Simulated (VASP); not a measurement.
# Pd (P6/mmm) in VASP: a series of runs

Runs on Pd. Level: PBEsol. Tasks: single point.

Program: VASP 6.6.1. These are calculated values, not measurements. Logs are shortened: lines on timing, memory, paths and dates and some standing lists are left out, and cuts for length are marked.

## (1) The cell of the first run

The structure is hexagonal, space group P6/mmm (No. 191). The conventional cell has a = 4.426 Å, b = 4.426 Å, c = 2.634 Å, α = 90.00°, β = 90.00°, γ = 120.00°. Pd (site symmetry 6/mmm) has 14 Pd at 2.63 to 2.87 Å within 3.5 Å. Within 3.4 Å of Pd (site symmetry -6m2) lie 11 Pd at 2.56 to 2.87 Å.

This isn't the form of Pd at room conditions, which is fcc.

## (2) Single point, PBEsol (14.89 Å³/atom)

File INCAR:

```
SYSTEM = Pd
  PREC = Accurate
  ENCUT = 520
  EDIFF = 1E-6
  ISMEAR = -1
  SIGMA = 0.1
  LREAL = .False.
  LASPH = .True.
  NELM = 60
  ALGO = Normal
  ISIF = 2
  LWAVE = .False.
  LCHARG = .False.
  GGA = PS
  NBANDS = 22
```

File KPOINTS:

```
Automatic mesh
0
Gamma
  9 9 13
  0 0 0
```

File POSCAR:

```
Pd
1.0
    4.4256653754      0.0000000000      0.0000000000
   -2.2128326877      3.8327386437      0.0000000000
    0.0000000000      0.0000000000      2.6337361433
Pd
3
Direct
    0.0000000000      0.0000000000      0.0000000000
    0.3333333333      0.6666666667      0.5000000000
    0.6666666667      0.3333333333      0.5000000000
```

Potentials or basis: VASP PAW PBE potentials, release 64 (Pd).

The run is started by

```
$ cat potpaw_PBE.64/Pd/POTCAR > POTCAR
$ mpirun -np 1 vasp_std > vasp.out
```

OUTCAR:

```text
SYSTEM = Pd
   PREC = Accurate
   ENCUT = 520
   EDIFF = 1E-6
   ISMEAR = -1
   LREAL = .False.
   LASPH = .True.
   NELM = 60
   ISIF = 2
   GGA = PS

 ion  position               nearest neighbor table
   1  0.000  0.000  0.000-   2 2.87   3 2.87   2 2.87   3 2.87   2 2.87   2 2.87   3 2.87   3 2.87
                             3 2.87   3 2.87   2 2.87   2 2.87
   2  0.333  0.667  0.500-   3 2.56   3 2.56   3 2.56   1 2.87   1 2.87   1 2.87   1 2.87   1 2.87
                             1 2.87
   3  0.667  0.333  0.500-   2 2.56   2 2.56   2 2.56   1 2.87   1 2.87   1 2.87   1 2.87   1 2.87
                             1 2.87

  LATTYP: Found a hexagonal cell.
 ALAT       =     4.4256653754
 C/A-ratio  =     0.5951051243

  Lattice vectors:

 A1 = (   4.4256653754,   0.0000000000,   0.0000000000)
 A2 = (  -2.2128326877,   3.8327386437,   0.0000000000)
 A3 = (   0.0000000000,   0.0000000000,   2.6337361433)

Analysis of symmetry for initial positions (statically):
=====================================================================
 Subroutine PRICEL returns:
 Original cell was already a primitive cell.

 Routine SETGRP: Setting up the symmetry group for a
 hexagonal supercell.

 Subroutine GETGRP returns: Found 24 space group operations
 (whereof 24 operations were pure point group operations)
 out of a pool of 24 trial point group operations.

The static configuration has the point symmetry D_6h.

Analysis of symmetry for dynamics (positions and initial velocities):
=====================================================================
 Subroutine PRICEL returns:
 Original cell was already a primitive cell.

 Routine SETGRP: Setting up the symmetry group for a
 hexagonal supercell.

 Subroutine GETGRP returns: Found 24 space group operations
 (whereof 24 operations were pure point group operations)
 out of a pool of 24 trial point group operations.

The dynamic configuration has the point symmetry D_6h.

 Subroutine INISYM returns: Found 24 space group operations
 (whereof 24 operations are pure point group operations),
 and found     1 'primitive' translations

----------------------------------------------------------------------------------------

                                     Primitive cell

  volume of cell :      44.6745

  direct lattice vectors                    reciprocal lattice vectors
     4.425665375  0.000000000  0.000000000     0.225954724  0.130455021  0.000000000
    -2.212832688  3.832738644  0.000000000     0.000000000  0.260910042  0.000000000
     0.000000000  0.000000000  2.633736143     0.000000000  0.000000000  0.379688756

  length of vectors
     4.425665375  4.425665375  2.633736143     0.260910042  0.260910042  0.379688756

  position of ions in fractional coordinates (direct lattice)
     0.000000000  0.000000000  0.000000000
     0.333333333  0.666666667  0.500000000
     0.666666667  0.333333333  0.500000000

  ion indices of the primitive-cell ions
   primitive index   ion index
                 1           1
                 2           2
                 3           3

----------------------------------------------------------------------------------------

 KPOINTS: Automatic mesh

Automatic generation of k-mesh.
 Grid dimensions read from file:
 generate k-points for:    9    9   13

 Generating k-lattice:

  Cartesian coordinates                     Fractional coordinates (reciprocal lattice)
     0.025106080  0.014495002  0.000000000     0.111111111  0.000000000  0.000000000
     0.000000000  0.028990005  0.000000000     0.000000000  0.111111111  0.000000000
     0.000000000  0.000000000  0.029206827     0.000000000  0.000000000  0.076923077

  Length of vectors
     0.028990005  0.028990005  0.029206827

  Shift w.r.t. Gamma in fractional coordinates (k-lattice)
     0.000000000  0.000000000  0.000000000

 Subroutine IBZKPT returns following result:
 ===========================================

 Found     84 irreducible k-points:

 Following reciprocal coordinates:
            Coordinates               Weight
  0.000000  0.000000  0.000000      1.000000
  0.111111 -0.000000  0.000000      6.000000
  0.222222 -0.000000  0.000000      6.000000
  0.333333 -0.000000  0.000000      6.000000
  0.444444 -0.000000  0.000000      6.000000
  0.111111  0.111111  0.000000      6.000000
[... 16 lines left out ...]
  0.333333  0.222222  0.076923     24.000000
  0.333333  0.333333  0.076923      4.000000
 [... further k-points ...]
   k-points           NKPTS =     84   k-points in BZ     NKDIM =     84   number of bands    NBANDS=     22
   number of dos      NEDOS =    301   number of ions     NIONS =      3
   total plane-waves  NPLWV =  25920
   dimension x,y,z NGX =    36 NGY =   36 NGZ =   20
   dimension x,y,z NGXF=    72 NGYF=   72 NGZF=   40
   ions per type =               3
   NGX,Y,Z   is equivalent  to a cutoff of  13.52, 13.52, 12.62 a.u.
   NGXF,Y,Z  is equivalent  to a cutoff of  27.05, 27.05, 25.25 a.u.
 SYSTEM =  Pd
   PREC   = accura    normal or accurate (medium, high low for compatibility)
   ISTART =      0    job   : 0-new  1-cont  2-samecut
   ICHARG =      2    charge: 1-file 2-atom 10-const
   ISPIN  =      1    spin polarized calculation?
   LNONCOLLINEAR =      F non collinear calculations
   LSORBIT =      F    spin-orbit coupling
   LASPH  =      T    aspherical Exc in radial PAW
   ENCUT  =  520.0 eV  38.22 Ry    6.18 a.u.   8.23  8.23  4.90*2*pi/ulx,y,z
   NELM   =     60;   NELMIN=  2; NELMDL= -5     # of ELM steps
   EDIFF  = 0.1E-05   stopping-criterion for ELM
   LREAL  =      F    real-space projection
[... 7 lines left out ...]
   TEBEG  =    0.0;   TEEND  =   0.0 temperature during run
   PSTRESS=    0.0 pullay stress
   NELECT =      30.0000    total number of electrons
   NUPDOWN=      -1.0000    fix difference up-down
   EMIN   =  10.00;   EMAX   =-10.00  energy-range for DOS
   EFERMI =   0.00;   METHOD = LEGACY
   ISMEAR =    -1;   SIGMA  =   0.10  broadening in eV -4-tet -1-fermi 0-gaus
   EFERMI_NEDOS =   21; number of points for ismear=-14 and -15
   IALGO  =     38    algorithm
   IMIX   =      4    mixing-type and parameters
     AMIX     =   0.40;   BMIX     =  1.00
     AMIX_MAG =   1.60;   BMIX_MAG =  1.00
  volume/ion in A,a.u.               =      14.89       100.49
  Fermi-wavevector in a.u.,A,eV,Ry     =   1.433602  2.709115 27.962890  2.055214
  Thomas-Fermi vector in A             =   2.553102
   LORBIT       =      0    0 simple, 1 ext, 2 COOP (PROOUT), +10 PAW based schemes
   GGA     = PS    functional components
   LHFCALC =     F    Hartree Fock is set to
   AEXX    =    0.0000 exact exchange contribution
   IVDW    =     0    specifies the selected vdW correction
   LEPSILON=     F    determine dielectric tensor
   LRPA    =     F    only Hartree local field effects (RPA)
 non-spin polarized calculation
  energy-cutoff  :      520.00
  volume of cell :       44.67
 maximum number of plane-waves:      1221
 NGX is ok and might be reduce to    36
   NGX = 17   NGY = 17   NGZ =  9

 number of electron      30.0000005 magnetization

 Free energy of the ion-electron system (eV)
  ---------------------------------------------------
  ext. energy  EPLUGINS =         0.00000000
  ---------------------------------------------------
  free energy    TOTEN  =       -17.60417003 eV

  energy without entropy =      -17.42447667  energy(sigma->0) =      -17.51432335

 E-fermi :   9.4952     XC(G=0): -13.3077

 val. band max:        9.4911945577   @ k =   0.2222   0.1111   0.3846
 cond. band min:       9.4962446560   @ k =   0.2222   0.1111   0.0000
 fundamental gap:      0.0050500983
 Fermi energy:         9.4951633828

 k-point     1 :       0.0000    0.0000    0.0000
  band No.  band energies     occupation
      1       2.3080      2.00000
      2       4.2760      2.00000
      3       5.8219      2.00000
      4       6.2018      2.00000
      5       6.2018      2.00000
      6       6.2169      2.00000
[... 14 lines left out ...]
     21      17.6455      0.00000
     22      17.9632      0.00000

 k-point     2 :       0.1111   -0.0000    0.0000
  band No.  band energies     occupation
      1       2.4626      2.00000
      2       4.3245      2.00000
      3       5.5885      2.00000
      4       5.7872      2.00000
      5       5.8486      2.00000
      6       6.1835      2.00000
[... 14 lines left out ...]
     21      18.6950      0.00000
     22      19.4929      0.00000

 k-point     3 :       0.2222   -0.0000    0.0000
  band No.  band energies     occupation
      1       2.9046      2.00000
      2       4.4383      2.00000
      3       5.0419      2.00000
      4       5.5809      2.00000
      5       5.6399      2.00000
      6       6.0804      2.00000
[... 14 lines left out ...]
     21      20.4677      0.00000
     22      21.7152      0.00000

 k-point     4 :       0.3333   -0.0000    0.0000
  band No.  band energies     occupation
      1       3.5547      2.00000
      2       4.3753      2.00000
      3       4.8564      2.00000
      4       5.3576      2.00000
      5       5.5722      2.00000
      6       5.8906      2.00000
[... 14 lines left out ...]
     21      22.2280      0.00000
     22      23.6697      0.00000

 k-point     5 :       0.4444   -0.0000    0.0000
  band No.  band energies     occupation
      1       4.0774      2.00000
      2       4.3589      2.00000
      3       4.8286      2.00000
      4       5.2942      2.00000
      5       5.5833      2.00000
      6       5.6109      2.00000
[... 417 lines left out ...]
 k-point    22 :       0.2222    0.2222    0.0769
  band No.  band energies     occupation
      1       3.9315      2.00000
      2       4.4906      2.00000
      3       4.8526      2.00000
      4       5.1429      2.00000
      5       5.6740      2.00000
      6       6.1047      2.00000
[... 14 lines left out ...]
     21      24.4727      0.00000
     22      24.5525      0.00000

 k-point    23 :       0.3333    0.2222    0.0769
  band No.  band energies     occupation
      1       4.1059      2.00000
      2       4.5706      2.00000
      3       4.7309      2.00000
      4       5.3792      2.00000
      5       5.5621      2.00000
      6       5.9723      2.00000
[... 14 lines left out ...]
     21      23.5837      0.00000
     22      25.7802      0.00000

 k-point    24 :       0.3333    0.3333    0.0769
  band No.  band energies     occupation
      1       4.0602      2.00000
      2       4.6628      2.00000
      3       4.6628      2.00000
      4       5.4991      2.00000
      5       5.4991      2.00000
      6       5.9363      2.00000
[... 14 lines left out ...]
     21      21.5837      0.00000
     22      26.3402      0.00000

 [... further k-points ...]

------------------------ aborting loop because EDIFF is reached ----------------------------------------

  FORCE on cell =-STRESS in cart. coord.  units (eV):
  Direction    XX          YY          ZZ          XY          YZ          ZX
  --------------------------------------------------------------------------------------
  -------------------------------------------------------------------------------------
  Total       -0.1143440     -0.1143440      0.0001019      0.0000000      0.0000000     -0.0000000
  in kB       -4.1007568     -4.1007568      0.0036531      0.0000000      0.0000000     -0.0000000
  external PRESSURE =      -2.7326201 kB  Pullay stress =       0.0000000 kB

 VOLUME and BASIS-vectors are now :
 -----------------------------------------------------------------------------
  energy-cutoff  :      520.00
  volume of cell :       44.67
      direct lattice vectors                 reciprocal lattice vectors
     4.425665375  0.000000000  0.000000000     0.225954724  0.130455021  0.000000000
    -2.212832688  3.832738644  0.000000000     0.000000000  0.260910042  0.000000000
     0.000000000  0.000000000  2.633736143     0.000000000  0.000000000  0.379688756

 POSITION                                       TOTAL-FORCE (eV/Angst)
 -----------------------------------------------------------------------------------
      0.00000      0.00000      0.00000        -0.000000      0.000000      0.000000
     -0.00000      2.55516      1.31687         0.000000     -0.000000     -0.000000
      2.21283      1.27758      1.31687        -0.000000      0.000000      0.000000
 -----------------------------------------------------------------------------------
    total drift:                                0.000000      0.000000     -0.000000

  FREE ENERGIE OF THE ION-ELECTRON SYSTEM (eV)
  ---------------------------------------------------
  free  energy   TOTEN  =       -17.6041700287 eV

  energy  without entropy=      -17.4244766709  energy(sigma->0) =      -17.51432335
```

Run time: 25 s. Hardware: 1 thread of Intel Xeon 6975P-C (Granite Rapids), shared host; peak memory 0.2 GiB.

What came out:

```
Free energy            : -17.6042 eV
Pressure               : -0.3 GPa
Band gap on the k mesh : zero (bands 15 and 16 overlap by 0.89 eV)
```

Levels at points of the mesh, in eV from the Fermi level:
| k point | band 13 | band 14 | band 15 | band 16 | band 17 | band 18 |
| --- | --- | --- | --- | --- | --- | --- |
| (0.00, 0.00, 0.00) | -1.49 | -1.49 | 0.14 | 0.14 | 7.46 | 7.46 |

Caveat: the PAW data sets were made with another functional, which shifts forces and pressure a little.

[end of part 1 of 2]
